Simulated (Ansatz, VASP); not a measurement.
One calculation of Ca4B3, two programs

```
CELL_PARAMETERS angstrom
4.40169 0.00000 0.00000
0.00000 4.40169 0.00000
0.00000 0.00000 8.26563
ATOMIC_POSITIONS crystal
Ca 0.50000 0.50000 0.33906
Ca 0.00000 0.00000 0.07283
Ca 0.50000 0.00000 0.74299
Ca 0.00000 0.50000 0.74299
B 0.50000 0.50000 0.95670
B 0.00000 0.00000 0.57405
B 0.00000 0.00000 0.38860
```

Alike in both runs: functional PBE; k mesh 10 × 10 × 6; occupations gaussian, width 0.1 eV; no spin polarisation.

Ansatz relaxed the structure, and its values are those at the end. VASP's run is a single point on that final structure, the one shown.

|  | VASP | Ansatz |
| --- | --- | --- |
| version | VASP 6.6.1 | Ansatz 0.2.0 |
| potentials or method | VASP PAW PBE potentials, release 64 (Ca_sv, B), cutoff 520 eV | scalar-relativistic, plane waves, PAW |
| valence electrons in the cell | 49 | 49 |

Ansatz gave:

```
gap on the k mesh at the Fermi level (eV) : none
pressure (GPa)                            : 0.0
rms of the force components (eV/Å)        : 0.000
```

Q: Estimate VASP's values.

A: gap on the k mesh at the Fermi level (eV): none; pressure (GPa): 0.1; rms of the force components (eV/Å): 0.004.

A gap of «none» marks a metal or a gap that the smearing closes.
